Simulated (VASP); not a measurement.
# InGaN (P4/mmm) in VASP: relaxation of cell and atoms with PBE

Aim: the relaxation of cell and atoms of InGaN with PBE.

Program: VASP 6.6.1. These are calculated values, not measurements. Logs are shortened: lines on timing, memory, paths and dates and some standing lists are left out, and cuts for length are marked.

## Step 1: The cell of the first run

The structure is tetragonal, space group P4/mmm (No. 123). The conventional cell has a = 4.076 Å, b = 4.076 Å, c = 3.649 Å, α = 90.00°, β = 90.00°, γ = 90.00°. In (site symmetry 4/mmm) has 2 N at 1.82 Å within 2.4 Å. Within 3.8 Å of Ga (site symmetry 4/mmm) lie 4 N at 2.88 Å and 8 In at 3.41 Å and 2 Ga at 3.65 Å. N (site symmetry 4/mmm) has 2 In at 1.82 Å within 2.4 Å.

The cell was generated, and may not be a known phase.

## Step 2: Relaxation of cell and atoms, PBE

Input file INCAR:

```
SYSTEM = InGaN
PREC = Accurate
ENCUT = 1330
EDIFF = 1E-7
ISMEAR = 0
SIGMA = 0.1
LREAL = .FALSE.
LASPH = .TRUE.
NELM = 120
ALGO = Normal
ISIF = 3
LWAVE = .FALSE.
LCHARG = .FALSE.
GGA = PE
IBRION = 2
NSW = 90
EDIFFG = -0.04
GGA_COMPAT = .FALSE.
NELMIN = 4
```

Input file KPOINTS:

```
Automatic mesh
0
G
  4 4 6
  0 0 0
```

Input file POSCAR:

```
InGaN
1.0
    4.0760187700      0.0000000000      0.0000000000
    0.0000000000      4.0760187700      0.0000000000
    0.0000000000      0.0000000000      3.6488622200
In Ga N
1 1 1
Direct
    0.0000000000      0.0000000000      0.5000000000
    0.5000000000      0.5000000000      0.0000000000
    0.0000000000      0.0000000000      0.0000000000
```

Potentials or basis: VASP PAW PBE potentials, release 64 (In_d, Ga_d, N_h).

On the command line:

```bash
$ cat potpaw_PBE.64/In_d/POTCAR potpaw_PBE.64/Ga_d/POTCAR potpaw_PBE.64/N_h/POTCAR > POTCAR
$ mpirun -np 1 vasp_std > vasp.out
```

OUTCAR:

```text
SYSTEM = InGaN
   PREC = Accurate
   ENCUT = 1330
   EDIFF = 1E-7
   ISMEAR = 0
   LREAL = .FALSE.
   LASPH = .TRUE.
   NELM = 120
   ISIF = 3
   GGA = PE
   IBRION = 2
   NSW = 90
   EDIFFG = -0.04
   NELMIN = 4

 ion  position               nearest neighbor table
   1  0.000  0.000  0.500-   3 1.82   3 1.82   2 3.41   2 3.41   2 3.41   2 3.41   2 3.41   2 3.41
                             2 3.41   2 3.41
   2  0.500  0.500  0.000-   1 3.41   1 3.41   1 3.41   1 3.41   1 3.41   1 3.41   1 3.41   1 3.41

   3  0.000  0.000  0.000-   1 1.82   1 1.82

  LATTYP: Found a simple tetragonal cell.
 ALAT       =     4.0760187700
 C/A-ratio  =     0.8952025066

  Lattice vectors:

 A1 = (   4.0760187700,   0.0000000000,   0.0000000000)
 A2 = (   0.0000000000,   4.0760187700,   0.0000000000)
 A3 = (   0.0000000000,   0.0000000000,   3.6488622200)

Analysis of symmetry for initial positions (statically):
=====================================================================
 Subroutine PRICEL returns:
 Original cell was already a primitive cell.

 Routine SETGRP: Setting up the symmetry group for a
 simple tetragonal supercell.

 Subroutine GETGRP returns: Found 16 space group operations
 (whereof 16 operations were pure point group operations)
 out of a pool of 16 trial point group operations.

The static configuration has the point symmetry D_4h.

Analysis of symmetry for dynamics (positions and initial velocities):
=====================================================================
 Subroutine PRICEL returns:
 Original cell was already a primitive cell.

 Routine SETGRP: Setting up the symmetry group for a
 simple tetragonal supercell.

 Subroutine GETGRP returns: Found 16 space group operations
 (whereof 16 operations were pure point group operations)
 out of a pool of 16 trial point group operations.

The dynamic configuration has the point symmetry D_4h.

 Subroutine INISYM returns: Found 16 space group operations
 (whereof 16 operations are pure point group operations),
 and found     1 'primitive' translations

----------------------------------------------------------------------------------------

                                     Primitive cell

  volume of cell :      60.6219

  direct lattice vectors                    reciprocal lattice vectors
     4.076018770  0.000000000  0.000000000     0.245337437  0.000000000  0.000000000
     0.000000000  4.076018770  0.000000000     0.000000000  0.245337437  0.000000000
     0.000000000  0.000000000  3.648862220     0.000000000  0.000000000  0.274058032

  length of vectors
     4.076018770  4.076018770  3.648862220     0.245337437  0.245337437  0.274058032

  position of ions in fractional coordinates (direct lattice)
     0.000000000  0.000000000  0.500000000
     0.500000000  0.500000000  0.000000000
     0.000000000  0.000000000  0.000000000

  ion indices of the primitive-cell ions
   primitive index   ion index
                 1           1
                 2           2
                 3           3

----------------------------------------------------------------------------------------

 KPOINTS: Automatic mesh

Automatic generation of k-mesh.
 Grid dimensions read from file:
 generate k-points for:    4    4    6

 Generating k-lattice:

  Cartesian coordinates                     Fractional coordinates (reciprocal lattice)
     0.061334359  0.000000000  0.000000000     0.250000000  0.000000000  0.000000000
     0.000000000  0.061334359  0.000000000     0.000000000  0.250000000  0.000000000
     0.000000000  0.000000000  0.045676339     0.000000000  0.000000000  0.166666667

  Length of vectors
     0.061334359  0.061334359  0.045676339

  Shift w.r.t. Gamma in fractional coordinates (k-lattice)
     0.000000000  0.000000000  0.000000000

 Subroutine IBZKPT returns following result:
 ===========================================

 Found     24 irreducible k-points:

 Following reciprocal coordinates:
            Coordinates               Weight
  0.000000  0.000000  0.000000      1.000000
  0.250000  0.000000  0.000000      4.000000
  0.500000  0.000000  0.000000      2.000000
  0.250000  0.250000  0.000000      4.000000
  0.500000  0.250000  0.000000      4.000000
  0.500000  0.500000  0.000000      1.000000
[... 16 lines left out ...]
  0.500000  0.250000  0.500000      4.000000
  0.500000  0.500000  0.500000      1.000000
   k-points           NKPTS =     24   k-points in BZ     NKDIM =     24   number of bands    NBANDS=     19
   number of dos      NEDOS =    301   number of ions     NIONS =      3
   total plane-waves  NPLWV = 110592
   dimension x,y,z NGX =    48 NGY =   48 NGZ =   48
   dimension x,y,z NGXF=    96 NGYF=   96 NGZF=   96
   ions per type =               1   1   1
   NGX,Y,Z   is equivalent  to a cutoff of  19.58, 19.58, 21.87 a.u.
   NGXF,Y,Z  is equivalent  to a cutoff of  39.15, 39.15, 43.74 a.u.
 SYSTEM =  InGaN
   PREC   = accura    normal or accurate (medium, high low for compatibility)
   ISTART =      0    job   : 0-new  1-cont  2-samecut
   ICHARG =      2    charge: 1-file 2-atom 10-const
   ISPIN  =      1    spin polarized calculation?
   LNONCOLLINEAR =      F non collinear calculations
   LSORBIT =      F    spin-orbit coupling
   LASPH  =      T    aspherical Exc in radial PAW
   ENCUT  = 1330.0 eV  97.75 Ry    9.89 a.u.  12.12 12.12 10.85*2*pi/ulx,y,z
   NELM   =    120;   NELMIN=  4; NELMDL= -5     # of ELM steps
   EDIFF  = 0.1E-06   stopping-criterion for ELM
   LREAL  =      F    real-space projection
   EDIFFG = -.4E-01   stopping-criterion for IOM
   NSW    =     90    number of steps for IOM
   IBRION =      2    ionic relax: 0-MD 1-quasi-New 2-CG
   NFREE  =      1    steps in history (QN), initial steepest desc. (CG)
   ISIF   =      3    stress and relaxation
   ISYM   =      2    0-nonsym 1-usesym 2-fastsym
   POTIM  = 0.5000    time-step for ionic-motion
   TEBEG  =    0.0;   TEEND  =   0.0 temperature during run
   PSTRESS=    0.0 pullay stress
   NELECT =      31.0000    total number of electrons
   NUPDOWN=      -1.0000    fix difference up-down
   EMIN   =  10.00;   EMAX   =-10.00  energy-range for DOS
   EFERMI =   0.00;   METHOD = LEGACY
   ISMEAR =     0;   SIGMA  =   0.10  broadening in eV -4-tet -1-fermi 0-gaus
   EFERMI_NEDOS =   21; number of points for ismear=-14 and -15
   IALGO  =     38    algorithm
   IMIX   =      4    mixing-type and parameters
     AMIX     =   0.40;   BMIX     =  1.00
     AMIX_MAG =   1.60;   BMIX_MAG =  1.00
  volume/ion in A,a.u.               =      20.21       136.37
  Fermi-wavevector in a.u.,A,eV,Ry     =   1.309138  2.473912 23.318243  1.713843
  Thomas-Fermi vector in A             =   2.439757
   LORBIT       =      0    0 simple, 1 ext, 2 COOP (PROOUT), +10 PAW based schemes
   GGA     = PE    functional components
   LHFCALC =     F    Hartree Fock is set to
   AEXX    =    0.0000 exact exchange contribution
   IVDW    =     0    specifies the selected vdW correction
   LEPSILON=     F    determine dielectric tensor
   LRPA    =     F    only Hartree local field effects (RPA)
 conjugate gradient relaxation of ions
 non-spin polarized calculation
 Gauss-broadening in eV      SIGMA  =   0.10
  energy-cutoff  :     1330.00
  volume of cell :       60.62
 maximum number of plane-waves:      6704
   NGX = 25   NGY = 25   NGZ = 21

--------------------------------------- Ionic step        1  -------------------------------------------

 number of electron      31.0000004 magnetization

 Free energy of the ion-electron system (eV)
  ---------------------------------------------------
  ext. energy  EPLUGINS =         0.00000000
  ---------------------------------------------------
  free energy    TOTEN  =       -10.48242717 eV

  energy without entropy =      -10.47527038  energy(sigma->0) =      -10.47884878

------------------------ aborting loop because EDIFF is reached ----------------------------------------

  FORCE on cell =-STRESS in cart. coord.  units (eV):
  Direction    XX          YY          ZZ          XY          YZ          ZX
  --------------------------------------------------------------------------------------
  -------------------------------------------------------------------------------------
  Total       -0.1153590     -0.1153590     14.1331982      0.0000000      0.0000000      0.0000000
  in kB       -3.0488229     -3.0488229    373.5263270      0.0000000      0.0000000      0.0000000
  external PRESSURE =     122.4762270 kB  Pullay stress =       0.0000000 kB
[... 92 lines left out ...]
  FREE ENERGIE OF THE ION-ELECTRON SYSTEM (eV)
  ---------------------------------------------------
  free  energy   TOTEN  =       -11.0978955461 eV

  energy  without entropy=      -11.0860550597  energy(sigma->0) =      -11.09197530

 E-fermi :   4.0168     XC(G=0):  -9.4819

 val. band max:        4.0009444286   @ k =   0.2500   0.2500   0.3333
 cond. band min:       4.2096738236   @ k =   0.5000   0.5000   0.0000
 fundamental gap:      0.2087293950
 Fermi energy:         4.0168378449

 k-point     1 :       0.0000    0.0000    0.0000
  band No.  band energies     occupation
      1     -12.2709      2.00000
      2     -10.6099      2.00000
      3     -10.5595      2.00000
      4     -10.4190      2.00000
      5     -10.4190      2.00000
      6     -10.3292      2.00000
[... 11 lines left out ...]
     18       8.3213      0.00000
     19       8.3213      0.00000
[... 489 lines left out ...]
      3     -10.5197      2.00000
      4     -10.4802      2.00000
      5     -10.4802      2.00000
      6     -10.4286      2.00000
[... 11 lines left out ...]
     18       4.5840      0.00000
     19       8.8262      0.00000

 E-fermi :   4.3415     XC(G=0):  -9.6699

 val. band max:        4.3229651025   @ k =   0.2500   0.0000   0.0000
 cond. band min:       4.3795243594   @ k =   0.5000   0.0000   0.1667
 fundamental gap:      0.0565592569
 Fermi energy:         4.3414578649

 k-point     1 :       0.0000    0.0000    0.0000
  band No.  band energies     occupation
      1     -11.9803      2.00000
      2     -10.3218      2.00000
      3     -10.2574      2.00000
      4     -10.1245      2.00000
      5     -10.1245      2.00000
      6     -10.0094      2.00000
[... 11 lines left out ...]
     18       8.8301      0.00000
     19       8.8301      0.00000
[... 489 lines left out ...]
      3     -10.2135      2.00000
      4     -10.1891      2.00000
      5     -10.1891      2.00000
      6     -10.1451      2.00000
[... 11 lines left out ...]
     18       4.9340      0.00000
     19       9.3568      0.00000

[... ionic steps 4 to 24 ...]

--------------------------------------- Ionic step       25  -------------------------------------------

 number of electron      30.9999999 magnetization

------------------------ aborting loop because EDIFF is reached ----------------------------------------

  FORCE on cell =-STRESS in cart. coord.  units (eV):
  Direction    XX          YY          ZZ          XY          YZ          ZX
  --------------------------------------------------------------------------------------
  -------------------------------------------------------------------------------------
  Total       -0.4665427     -0.4665427      0.9426456      0.0000000      0.0000000     -0.0000000
  in kB      -15.1718417    -15.1718417     30.6545792      0.0000000      0.0000000     -0.0000000
  external PRESSURE =       0.1036319 kB  Pullay stress =       0.0000000 kB
[... 59 lines left out ...]
  energy  without entropy=      -12.9906831011  energy(sigma->0) =      -12.99196352

--------------------------------------- Ionic step       27  -------------------------------------------

 number of electron      31.0000003 magnetization

 Free energy of the ion-electron system (eV)
  ---------------------------------------------------
  ext. energy  EPLUGINS =         0.00000000
  ---------------------------------------------------
  free energy    TOTEN  =       -12.99475123 eV

  energy without entropy =      -12.99213711  energy(sigma->0) =      -12.99344417

 E-fermi :   7.4557     XC(G=0): -10.9226

 val. band max:        7.4284624396   @ k =   0.5000   0.5000   0.5000
 cond. band min:       7.5217840197   @ k =   0.5000   0.5000   0.3333
 fundamental gap:      0.0933215801
 Fermi energy:         7.4556987040

 k-point     1 :       0.0000    0.0000    0.0000
  band No.  band energies     occupation
      1      -9.6430      2.00000
      2      -8.0202      2.00000
      3      -7.9590      2.00000
      4      -7.9212      2.00000
      5      -7.9212      2.00000
      6      -7.7533      2.00000
[... 11 lines left out ...]
     18      15.3371      0.00000
     19      16.3446      0.00000
[... 534 lines left out ...]
  FREE ENERGIE OF THE ION-ELECTRON SYSTEM (eV)
  ---------------------------------------------------
  free  energy   TOTEN  =       -12.9947512348 eV

  energy  without entropy=      -12.9921371137  energy(sigma->0) =      -12.99344417

 reached required accuracy - stopping structural energy minimisation
```

Run time: 29 min. Hardware: 1 thread of Intel Xeon Platinum 8259CL at 2.50GHz (Skylake/Cascade Lake), shared host; peak memory 0.48 GiB.

Results:

```yaml
Free_energy: -12.9948 eV
Relaxed_volume: 16.61 Å³/atom
Relaxed_cell: a = 2.938 Å, b = 2.938 Å, c = 5.771 Å, α = 90.00°, β = 90.00°, γ = 90.00°
Space_group_after_relaxing_to_0.1_Å: P4/mmm (No. 123)
Energy_gained_by_relaxing: 837.4 meV/atom
Ionic_steps: 27
Pressure_after_relaxing: 0.3 GPa
Band_gap_on_the_k_mesh: zero (an odd number of electrons rules out a gap without spin polarisation)
```

The path:
```csv
step,energy change (eV),largest force (eV/Å),pressure (GPa),volume (Å³)
1,0.0000,0.0000,12.25,60.62
2,-0.3619,0.0000,-7.12,74.12
3,-0.6155,0.0000,-2.82,67.27
4,-0.6167,0.0000,-2.49,67.03
5,-0.6169,0.0000,-2.24,66.89
6,-0.6768,0.0000,-2.20,64.46
7,-0.8369,0.0000,-0.60,58.30
8,-1.1446,0.0000,10.10,46.73
9,-1.0833,0.0000,20.16,42.28
10,-1.1449,0.0000,12.53,45.44
11,-1.1509,0.0000,12.87,45.28
12,-1.1686,0.0000,13.69,44.79
13,-1.2023,0.0000,15.34,43.81
14,-1.2364,0.0000,19.52,41.86
15,-1.2884,0.0000,18.91,41.90
16,-1.4248,0.0000,17.47,42.01
17,-1.6307,0.0000,15.58,42.17
18,-1.9745,0.0000,14.96,42.26
19,-1.8553,0.0000,28.09,41.60
20,-2.1051,0.0000,18.11,42.09
21,-2.0903,0.0000,20.03,41.98
22,-2.3225,0.0000,11.76,44.36
23,-2.4839,0.0000,1.30,48.50
24,-2.4866,0.0000,-0.04,49.13
25,-2.4954,0.0000,0.01,49.27
26,-2.5108,0.0000,0.18,49.66
27,-2.5123,0.0000,0.25,49.82
```

Final structure:
```
CELL_PARAMETERS angstrom
2.93835 0.00000 0.00000
0.00000 2.93835 0.00000
0.00000 0.00000 5.77071
ATOMIC_POSITIONS crystal
In 0.00000 0.00000 0.50000
Ga 0.50000 0.50000 0.00000
N 0.00000 0.00000 0.00000
```

Caveat: the k points lie up to 0.53 Å⁻¹ apart in the final cell, too coarse for converged energies and pressures of a metal; the volume moved by over 15 % at a fixed basis, so the end points are rough; spin-orbit coupling is left out, which moves the levels of the heavy elements.

The gap in the log of VASP goes by the Fermi energy; the results here count the filled bands.